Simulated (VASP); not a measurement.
A run of VASP 6.6.1 is set up as follows.

POSCAR

```
NaCl
1.0
    0.0000000000      2.8824391054      2.8824391054
    2.8824391054      0.0000000000      2.8824391054
    2.8824391054      2.8824391054      0.0000000000
Na Cl
1 1
Direct
    0.0000000000      0.0000000000      0.0000000000
    0.5000000000      0.5000000000      0.5000000000
```

Contents of INCAR.step1:

```
SYSTEM = NaCl
PREC = Accurate ; ENCUT = 520
EDIFF = 1E-5 ; ISMEAR = 0
SIGMA = 0.02 ; LREAL = .FALSE.
LASPH = .TRUE. ; NELM = 60
ALGO = Normal ; ISIF = 2
LWAVE = .TRUE. ; LCHARG = .FALSE.
NBANDS = 14 ; GGA = PE
```

File INCAR.step2:

```
SYSTEM = NaCl
PREC = Accurate ; ENCUT = 520
EDIFF = 1E-6 ; ISMEAR = 0
SIGMA = 0.02 ; LREAL = .FALSE.
LASPH = .TRUE. ; NELM = 60
ALGO = Normal ; ISIF = 2
LWAVE = .FALSE. ; LCHARG = .FALSE.
GGA = PE ; LHFCALC = .TRUE.
HFSCREEN = 0.2079 ; PRECFOCK = Normal
NBANDS = 14 ; ISTART = 1
```

The input KPOINTS:

```
regular mesh
0
G
  4 4 4
  0 0 0
```

Potentials or basis: VASP PAW PBE potentials, release 64 (Na_pv, Cl).

Launch:

```console
$ cat potpaw_PBE.64/Na_pv/POTCAR potpaw_PBE.64/Cl/POTCAR > POTCAR
$ cp INCAR.step1 INCAR
$ mpirun -np 1 vasp_std > vasp.out
$ cp INCAR.step2 INCAR
$ mpirun -np 1 vasp_std > vasp.out
```

**Question.** Predict the pressure.

**Answer.** -1.2 GPa.

**Question.** Estimate the band gap on the k mesh.

**Answer.** 6.21 eV.

Caveat: the k points lie up to 0.47 Å⁻¹ apart; the PAW data sets were made with another functional, which shifts forces and pressure a little.
